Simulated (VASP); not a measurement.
# Ta: single point with PBE

Crystal: Ta.

```
CELL_PARAMETERS angstrom
4.79809 0.00000 0.00000
-2.39905 4.15527 0.00000
0.00000 0.00000 2.69390
ATOMIC_POSITIONS crystal
Ta 0.00000 0.00000 0.00000
Ta 0.33333 0.66667 0.50000
Ta 0.66667 0.33333 0.50000
```

This isn't the form of Ta at room conditions, which is bcc.

```
Program             : VASP 6.6.1
Task                : single point
Functional          : PBE
Potentials or basis : VASP PAW PBE potentials, release 64 (Ta_pv)
Cutoff              : 520 eV
k mesh              : 9 × 9 × 13
Occupations         : fermi-dirac, width 0.1 eV
Spin                : no spin polarisation
```

| Item | Value |
| --- | --- |
| Pressure | 8.3 GPa |
| Band gap on the k mesh | zero (an odd number of electrons rules out a gap without spin polarisation) |

Stress tensor (GPa, compression positive):
```
8.08 0.00 0.00
0.00 8.08 0.00
0.00 0.00 8.77
```

Levels at points of the mesh, in eV from the Fermi level:
| k point | band 13 | band 14 | band 15 | band 16 | band 17 | band 18 | band 19 | band 20 | band 21 | band 22 |
| --- | --- | --- | --- | --- | --- | --- | --- | --- | --- | --- |
| (0.00, 0.00, 0.00) | -1.45 | -1.45 | -1.45 | -1.45 | -0.71 | 1.02 | 1.02 | 3.39 | 3.39 | 3.45 |

It took 80 s on 1 thread of Intel(R) Xeon(R) Platinum 8259CL CPU @ 2.50GHz (Skylake/Cascade Lake), on a shared host, peak memory 0.22 GiB.

Caveat: the cell stands under pressure; spin-orbit coupling is left out, which moves the levels of the heavy elements.
